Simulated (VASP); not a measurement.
Write the native input for VASP 6.6.1 that does the following.

```yaml
Task: single point
Functional: PBE
Potentials_or_basis: VASP PAW PBE potentials, release 64 (Si, Ti_sv)
Cutoff: 520 eV
k_mesh: 2 × 2 × 2
Occupations: gaussian, width 0.05 eV
Spin: no spin polarisation
Dipole_correction: no
Further_INCAR_settings: LREAL = Auto; ALGO = Normal; EDIFF = 1e-06; NBANDS = 52
```

The structure of TiSi16 (a cell with a defect) lies in POSCAR:

```
TiSi16
1.0
    0.0000000000      5.4300000000      5.4300000000
    5.4300000000      0.0000000000      5.4300000000
    5.4300000000      5.4300000000      0.0000000000
Si Ti
16 1
Direct
    0.0370587477     -0.0121955801     -0.0124546961
    0.1326633517      0.1258049724      0.1255432781
   -0.0078708103      0.0091783610      0.4993334254
    0.1327114180      0.1257808471      0.6159362799
   -0.0079039595      0.4995945672      0.0089328729
    0.1326786372      0.6161988950      0.1255349908
   -0.0078559853      0.4995696133      0.4993259669
    0.0877441989      0.6375745856      0.6373232044
    0.5033158379      0.0121675875      0.0119392265
    0.6629184162      0.1125014733      0.1122723757
    0.5033703499      0.0121351750      0.4725488029
    0.6214709024      0.1525657459      0.6129841621
    0.5033313996      0.4727724678      0.0119288214
    0.6214378453      0.6132028545      0.1523623389
    0.4618860037      0.5128392265      0.5126392265
    0.6214887661      0.6131742173      0.6129732965
    0.5623906998      0.8126720994      0.8124623389
```

One way to write it, as run:

INCAR

```
  PREC = Accurate
  ENCUT = 520
  EDIFF = 1E-6
  ISMEAR = 0
  SIGMA = 0.05
  LREAL = Auto
  LASPH = T
  NELM = 80
  ALGO = Normal
  ISIF = 2
  LWAVE = F
  LCHARG = F
  GGA = PE
  NBANDS = 52
```

KPOINTS

```
regular mesh
0
Gamma
  2 2 2
```

Potentials or basis: VASP PAW PBE potentials, release 64 (Si, Ti_sv).

Launch:

```console
$ cat potpaw_PBE.64/Si/POTCAR potpaw_PBE.64/Ti_sv/POTCAR > POTCAR
$ mpirun -np 1 vasp_std > vasp.out
```

Results of the run:

| Item | Value |
| --- | --- |
| Pressure | 6.4 GPa |
| Largest force | 0.063 eV/Å |
| Band gap on the k mesh | zero (band 38 reaches 6.94 eV, above the bottom of band 39 at 6.72 eV) |

Caveat: the k points lie up to 0.50 Å⁻¹ apart.

It took 110 s on 1 thread of Intel(R) Xeon(R) 6975P-C (Granite Rapids), on a shared host, peak memory 0.49 GiB.
